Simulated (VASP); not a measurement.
# Al7Ru8 (P1) in VASP: relaxation of cell and atoms with r2SCAN

Aim: the relaxation of cell and atoms of Al7Ru8 with r2SCAN.

Program: VASP 6.6.1. These are calculated values, not measurements. Logs are shortened: lines on timing, memory, paths and dates and some standing lists are left out, and cuts for length are marked.

## 1. The cell of the first run

The typed cell holds 15 atoms: a = 5.965 Å, b = 6.669 Å, c = 6.669 Å, α = 78.46°, β = 63.43°, γ = 63.43°.

## 2. Relaxation of cell and atoms, r2SCAN

File POSCAR:

```
Al7Ru8
1.0
   -5.9652488141      0.0000000000      0.0000000000
   -2.9826244071      5.9652488141      0.0000000000
   -2.9826244071      0.0000000000     -5.9652488141
Al Ru
7 8
Direct
    0.0097973468      0.0000775798      0.9971999520
    0.7441344250      0.5076546876      0.9999460227
    0.0038205215      0.4977299453      0.4965073156
    0.7536808670      0.9957349257      0.4964895878
    0.2541796256      0.5003681342      0.9967336244
    0.4899337393      0.5017035965      0.5068985419
    0.2464882146      0.9999136290      0.4964108228
    0.4983448926      0.2528492963      0.2555230739
    0.2517616885      0.7503568117      0.2521509868
    0.5057233860      0.7495519161      0.7511907139
    0.9918102284      0.2551526406      0.2506521190
    0.2507649405      0.2522558034      0.7546581313
    0.7452295777      0.7470950954      0.2588175343
    0.9984915054      0.7476259086      0.7511744368
    0.7524968456      0.2503984599      0.7514114158
```

File INCAR.step1:

```
SYSTEM = Al7Ru8
PREC = Accurate ; ENCUT = 600
ISMEAR = 0 ; SIGMA = 0.1
LREAL = Auto ; LASPH = .True.
NELM = 80 ; ISYM = 0
GGA = PE ; ALGO = Normal
EDIFF = 1E-4 ; LWAVE = .True.
LCHARG = .False.
```

File INCAR.step2:

```
SYSTEM = Al7Ru8
PREC = Accurate ; ENCUT = 600
EDIFF = 1E-6 ; ISMEAR = 0
SIGMA = 0.1 ; LREAL = Auto
LASPH = .True. ; NELM = 80
ALGO = Normal ; ISIF = 3
LWAVE = .False. ; LCHARG = .False.
METAGGA = R2SCAN ; LMIXTAU = .True.
IBRION = 2 ; NSW = 70
EDIFFG = -0.04 ; ISYM = 0
ISTART = 1
```

File KPOINTS:

```
Automatic mesh
0
Gamma
  3 2 2
  0 0.5 0.5
```

Potentials or basis: VASP PAW PBE potentials, release 64 (Al, Ru_pv).

Command:

```
> cat potpaw_PBE.64/Al/POTCAR potpaw_PBE.64/Ru_pv/POTCAR > POTCAR
> cp INCAR.step1 INCAR
> mpirun -np 1 vasp_std > vasp.out
> cp INCAR.step2 INCAR
> mpirun -np 1 vasp_std > vasp.out
```

OUTCAR:

```text
SYSTEM = Al7Ru8
   PREC = Accurate
   ENCUT = 600
   EDIFF = 1E-6
   ISMEAR = 0
   LREAL = Auto
   LASPH = .True.
   NELM = 80
   ISIF = 3
   METAGGA = R2SCAN
   IBRION = 2
   NSW = 70
   EDIFFG = -0.04
   ISYM = 0
   ISTART = 1

 ion  position               nearest neighbor table
   1  0.010  0.000  0.997-  12 2.55  10 2.56  11 2.57   9 2.58  15 2.59  14 2.61   8 2.64  13 2.67
                             4 2.98   5 2.98   7 2.99   2 3.03
   2  0.744  0.508  1.000-  10 2.52  14 2.54   9 2.55  13 2.58  11 2.58  15 2.58   8 2.60  12 2.61
                             5 2.95   3 3.00   5 3.01   6 3.02   1 3.03
   3  0.004  0.498  0.497-   8 2.54  13 2.55  11 2.57   9 2.58  15 2.58  10 2.59  14 2.59  12 2.61
                             6 2.94   7 2.97   4 2.97   5 2.98   2 3.00   6 3.02
   4  0.754  0.996  0.496-  13 2.54   9 2.56  10 2.56   8 2.57  11 2.58  14 2.59  12 2.62  15 2.63
                             7 2.95   3 2.97   1 2.98   7 3.01   6 3.02
   5  0.254  0.500  0.997-  12 2.54  15 2.57  14 2.58  10 2.58   9 2.60   8 2.60  11 2.61  13 2.63
                             6 2.92   2 2.95   1 2.98   3 2.98   2 3.01
   6  0.490  0.502  0.507-  14 2.54  12 2.54   8 2.56   9 2.57  13 2.57  11 2.59  10 2.60  15 2.60
                             5 2.92   3 2.94   7 2.97   4 3.02   3 3.02   2 3.02
   7  0.246  1.000  0.496-   9 2.53  13 2.56  15 2.57  11 2.59   8 2.59  14 2.60  10 2.64  12 2.65
                             4 2.95   3 2.97   6 2.97   1 2.99   4 3.01
   8  0.498  0.253  0.256-   3 2.54   6 2.56   4 2.57   7 2.59   2 2.60   5 2.60   1 2.64  11 2.94
                             9 2.97  12 2.98  15 3.01  13 3.02  11 3.03
   9  0.252  0.750  0.252-   7 2.53   2 2.55   4 2.56   6 2.57   3 2.58   1 2.58   5 2.60  13 2.95
                             8 2.97  14 2.98  10 2.99  11 3.01  13 3.01
  10  0.506  0.750  0.751-   2 2.52   1 2.56   4 2.56   5 2.58   3 2.59   6 2.60   7 2.64  14 2.93
                            13 2.94  15 2.98   9 2.99  12 3.00  14 3.03
  11  0.992  0.255  0.251-   3 2.57   1 2.57   2 2.58   4 2.58   7 2.59   6 2.59   5 2.61  13 2.94
                             8 2.94  12 2.96  15 2.99   9 3.01   8 3.03
  12  0.251  0.252  0.755-   6 2.54   5 2.54   1 2.55   3 2.61   2 2.61   4 2.62   7 2.65  14 2.96
                            11 2.96   8 2.98  15 2.98  15 2.99  10 3.00
  13  0.745  0.747  0.259-   4 2.54   3 2.55   7 2.56   6 2.57   2 2.58   5 2.63   1 2.67  11 2.94
                            10 2.94   9 2.95   9 3.01   8 3.02  14 3.03
  14  0.998  0.748  0.751-   6 2.54   2 2.54   5 2.58   4 2.59   3 2.59   7 2.60   1 2.61  10 2.93
                            12 2.96   9 2.98  15 3.00  13 3.03  10 3.03
  15  0.752  0.250  0.751-   5 2.57   7 2.57   3 2.58   2 2.58   1 2.59   6 2.60   4 2.63  10 2.98
                            12 2.98  12 2.99  11 2.99  14 3.00   8 3.01

IMPORTANT INFORMATION: All symmetrisations will be switched off!
NOSYMM: (Re-)initialisation of all symmetry stuff for point group C_1.

----------------------------------------------------------------------------------------

                                     Primitive cell

[... 165 lines left out ...]
  ---------------------------------------------------
  free energy    TOTEN  =      -257.17519234 eV

  energy without entropy =     -257.06824080  energy(sigma->0) =     -257.12171657

 E-fermi :   9.8550     XC(G=0): -13.3228

 val. band max:        9.8500646678   @ k =  -0.3333  -0.2500   0.2500
 cond. band min:       9.8695335549   @ k =   0.0000  -0.2500   0.2500
 fundamental gap:      0.0194688870
 Fermi energy:         9.8549647880

 k-point     1 :       0.0000    0.2500    0.2500
  band No.  band energies     occupation
      1     -33.5060      2.00000
      2     -33.4885      2.00000
      3     -33.4831      2.00000
      4     -33.4808      2.00000
      5     -33.4676      2.00000
      6     -33.4555      2.00000
[... 475 lines left out ...]
     77      13.2416      0.00000
     78      13.3264      0.00000
 [bands above 78 left out]

------------------------ aborting loop because EDIFF is reached ----------------------------------------

  FORCE on cell =-STRESS in cart. coord.  units (eV):
  Direction    XX          YY          ZZ          XY          YZ          ZX
  --------------------------------------------------------------------------------------
  -------------------------------------------------------------------------------------
  Total       -6.7218112     -4.0334533     -4.1336025      0.8942761     -0.2761182     -0.9132189
  in kB      -50.7354135    -30.4440147    -31.1999288      6.7498869     -2.0841063     -6.8928652
  external PRESSURE =     -37.4597856 kB  Pullay stress =       0.0000000 kB
[... 128 lines left out ...]
  FREE ENERGIE OF THE ION-ELECTRON SYSTEM (eV)
  ---------------------------------------------------
  free  energy   TOTEN  =      -257.3754374156 eV

  energy  without entropy=     -257.2763872615  energy(sigma->0) =     -257.32591234

[... ionic steps 4 to 16 ...]

--------------------------------------- Ionic step       17  -------------------------------------------

 number of electron     133.0000005 magnetization

------------------------ aborting loop because EDIFF is reached ----------------------------------------
[... 93 lines left out ...]
--------------------------------------- Ionic step       19  -------------------------------------------

 number of electron     133.0000005 magnetization

 Free energy of the ion-electron system (eV)
  ---------------------------------------------------
  ext. energy  EPLUGINS =         0.00000000
  ---------------------------------------------------
  free energy    TOTEN  =      -257.59247591 eV

  energy without entropy =     -257.52292710  energy(sigma->0) =     -257.55770150

 E-fermi :  10.3146     XC(G=0): -13.4974

 val. band max:       10.2469271650   @ k =  -0.3333   0.2500   0.2500
 cond. band min:      10.3286602650   @ k =   0.0000   0.2500   0.2500
 fundamental gap:      0.0817331000
 Fermi energy:        10.3145584660

 k-point     1 :       0.0000    0.2500    0.2500
  band No.  band energies     occupation
      1     -33.1634      2.00000
      2     -33.1491      2.00000
      3     -33.1220      2.00000
      4     -33.1085      2.00000
      5     -33.1036      2.00000
      6     -33.0732      2.00000
[... 475 lines left out ...]
     77      13.6835      0.00000
     78      13.8266      0.00000
 [bands above 78 left out]

------------------------ aborting loop because EDIFF is reached ----------------------------------------

  FORCE on cell =-STRESS in cart. coord.  units (eV):
  Direction    XX          YY          ZZ          XY          YZ          ZX
  --------------------------------------------------------------------------------------
  -------------------------------------------------------------------------------------
  Total        0.0231830      0.0029741      0.0011761     -0.0200509      0.0022916      0.0203750
  in kB        0.1798707      0.0230755      0.0091254     -0.1555693      0.0177802      0.1580843
  external PRESSURE =       0.0706905 kB  Pullay stress =       0.0000000 kB
[... 30 lines left out ...]
  FREE ENERGIE OF THE ION-ELECTRON SYSTEM (eV)
  ---------------------------------------------------
  free  energy   TOTEN  =      -257.5924759054 eV

  energy  without entropy=     -257.5229270971  energy(sigma->0) =     -257.55770150

 reached required accuracy - stopping structural energy minimisation
```

OSZICAR.step1:

```text
N       E                     dE             d eps       ncg     rms          rms(c)
DAV:   1     0.153682230076E+04    0.15368E+04   -0.79756E+04  1004   0.187E+03
DAV:   2    -0.340970018426E+02   -0.15709E+04   -0.15294E+04   990   0.530E+02
DAV:   3    -0.109358160662E+03   -0.75261E+02   -0.71234E+02  1184   0.103E+02
DAV:   4    -0.111573181276E+03   -0.22150E+01   -0.21927E+01  1073   0.150E+01
DAV:   5    -0.111618195575E+03   -0.45014E-01   -0.44978E-01  1139   0.227E+00    0.322E+01
DAV:   6    -0.106680655641E+03    0.49375E+01   -0.48634E+01  1022   0.275E+01    0.757E+00
DAV:   7    -0.107778845330E+03   -0.10982E+01   -0.13921E+01  1036   0.171E+01    0.123E+01
DAV:   8    -0.105951316049E+03    0.18275E+01   -0.52797E+00  1093   0.106E+01    0.484E+00
DAV:   9    -0.106157906033E+03   -0.20659E+00   -0.21010E+00  1061   0.724E+00    0.559E+00
DAV:  10    -0.105868606542E+03    0.28930E+00   -0.10002E+00  1109   0.456E+00    0.193E+00
DAV:  11    -0.105839601648E+03    0.29005E-01   -0.22762E-01  1069   0.224E+00    0.917E-01
DAV:  12    -0.105836749771E+03    0.28519E-02   -0.40133E-02  1045   0.112E+00    0.545E-01
DAV:  13    -0.105835113575E+03    0.16362E-02   -0.14867E-02  1076   0.835E-01    0.378E-01
DAV:  14    -0.105834827601E+03    0.28597E-03   -0.60448E-03  1068   0.458E-01    0.190E-01
DAV:  15    -0.105834573642E+03    0.25396E-03   -0.15940E-03   981   0.318E-01    0.108E-01
DAV:  16    -0.105834531361E+03    0.42281E-04   -0.68753E-04   732   0.161E-01
   1 F= -.10583453E+03 E0= -.10577937E+03  d E =-.110315E+00
```

It took 79 min on 1 thread of Intel Xeon 6975P-C (Granite Rapids), shared host; peak memory 0.47 GiB.

Results:

| Item | Value |
| --- | --- |
| Free energy | -257.5925 eV |
| Relaxed volume | 13.77 Å³/atom |
| Relaxed cell | a = 5.850 Å, b = 6.606 Å, c = 6.606 Å, α = 78.90°, β = 64.08°, γ = 64.08° |
| Space group after relaxing (to 0.1 Å) | I4/mmm (No. 139) |
| Energy gained by relaxing | 27.8 meV/atom |
| Ionic steps | 19 |
| Pressure after relaxing | 0.0 GPa |
| Largest force after relaxing | 0.029 eV/Å |
| Band gap on the k mesh | zero (an odd number of electrons rules out a gap without spin polarisation) |

Forces on the atoms (eV/Å):
```
Al  -0.009  0.002  0.009
Al   0.003 -0.012  0.015
Al   0.006 -0.011  0.008
Al  -0.013 -0.013  0.016
Al  -0.008  0.003 -0.016
Al  -0.003  0.021 -0.008
Al   0.011  0.018  0.000
Ru   0.009  0.018 -0.020
Ru  -0.020 -0.013  0.003
Ru   0.000  0.004 -0.008
Ru   0.005  0.010 -0.001
Ru  -0.013 -0.001 -0.004
Ru   0.024  0.011  0.005
Ru  -0.007 -0.027  0.009
Ru   0.013 -0.009 -0.008
```

Step by step:
```csv
step,energy change (eV),largest force (eV/Å),pressure (GPa),volume (Å³)
1,0.0000,0.9784,-3.75,212.27
2,-0.1778,0.6249,5.58,202.26
3,-0.2002,0.7106,3.07,204.66
4,-0.3272,0.4008,0.06,206.79
5,-0.3281,0.3975,0.24,206.63
6,-0.3520,0.2334,-0.54,207.32
7,-0.3600,0.2168,-1.23,207.95
8,-0.3744,0.2319,-0.32,206.99
9,-0.3820,0.2572,0.99,205.66
10,-0.3957,0.1966,0.85,205.76
11,-0.4103,0.1325,0.63,205.94
12,-0.3922,0.3538,0.36,206.29
13,-0.4122,0.1142,0.55,206.01
14,-0.4123,0.1179,0.54,206.03
15,-0.4149,0.0868,-0.31,206.84
16,-0.4149,0.0862,-0.29,206.83
17,-0.4163,0.0617,-0.13,206.66
18,-0.4169,0.0543,0.03,206.48
19,-0.4173,0.0291,0.01,206.50
```

Final structure:
```cif
data_structure
_symmetry_space_group_name_H-M 'P 1'
_symmetry_Int_Tables_number 1
_cell_length_a 5.8497
_cell_length_b 6.6059
_cell_length_c 6.6063
_cell_angle_alpha 78.901
_cell_angle_beta 64.077
_cell_angle_gamma 64.079
_cell_volume 206.50
loop_
_atom_site_label
_atom_site_type_symbol
_atom_site_fract_x
_atom_site_fract_y
_atom_site_fract_z
_atom_site_occupancy
Al1 Al 0.99969 0.00048 0.00121 1
Al2 Al 0.75802 0.48630 0.00017 1
Al3 Al 0.00036 0.50068 0.50110 1
Al4 Al 0.75761 0.99972 0.48679 1
Al5 Al 0.24125 0.51527 0.00193 1
Al6 Al 0.49973 0.49991 0.50062 1
Al7 Al 0.24166 0.00149 0.51574 1
Ru1 Ru 0.49093 0.24637 0.24666 1
Ru2 Ru 0.26409 0.75517 0.24679 1
Ru3 Ru 0.50904 0.75395 0.75448 1
Ru4 Ru 0.01596 0.24698 0.24755 1
Ru5 Ru 0.26410 0.24626 0.75547 1
Ru6 Ru 0.73562 0.75443 0.24727 1
Ru7 Ru 0.98305 0.75479 0.75495 1
Ru8 Ru 0.73556 0.24668 0.75504 1
```

Caveat: the k points lie up to 0.53 Å⁻¹ apart in the final cell, too coarse for converged energies and pressures of a metal; the PAW data sets were made with another functional, which shifts forces and pressure a little.

The gap in the log of VASP goes by the Fermi energy; the results here count the filled bands.